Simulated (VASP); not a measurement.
Input of a VASP 6.6.1 run:

INCAR

```
ALGO = Normal
EDIFF = 1E-8
ENCUT = 520
GGA = PE
ISIF = 2
ISMEAR = -1
LASPH = True
LCHARG = False
LEFG = True
LREAL = False
LWAVE = False
NBANDS = 28
NELM = 60
PREC = Accurate
SIGMA = 0.05
```

Contents of KPOINTS:

```
k-points
0
Gamma
  8 8 8
```

The input POSCAR:

```
BaTiO3
1.0
    4.0073000000      0.0000000000      0.0000000000
    0.0000000000      4.0073000000      0.0000000000
    0.0000000000      0.0000000000      3.9271540000
Ba Ti O
1 1 3
Direct
    0.5000000000      0.5000000000      0.5000000000
    0.0000000000      0.0000000000      0.0000000000
    0.5000000000      0.0000000000      0.0000000000
    0.0000000000      0.5000000000      0.0000000000
    0.0000000000      0.0000000000      0.5000000000
```

Potentials or basis: VASP PAW PBE potentials, release 64 (Ba_sv, Ti_sv, O).

Run with:

```sh
$ cat potpaw_PBE.64/Ba_sv/POTCAR potpaw_PBE.64/Ti_sv/POTCAR potpaw_PBE.64/O/POTCAR > POTCAR
$ mpirun -np 1 vasp_std > vasp.out
```

**Question.** Estimate the pressure.

**Answer.** 7.1 GPa.

**Question.** Predict the band gap on the k mesh.

**Answer.** 1.74 eV, indirect (least direct gap 1.87 eV).

Electric field gradients, principal values (V/Å²):
```
atom   least   middle  greatest (by size)
1 Ba   1.196    1.196              -2.392
2 Ti   9.204    9.204             -18.407
 3 O  -9.968  -16.577              26.545
 4 O  -9.968  -16.577              26.545
 5 O  -8.477   -8.477              16.954
```

Caveat: the cell differs from its parent crystal (zz strain of -2 %); without QUAD_EFG the Cq values of the log hold for a quadrupole moment of 1 mb, not for the nuclei; spin-orbit coupling is left out, which moves the levels of the heavy elements. A k mesh can miss the band edges.
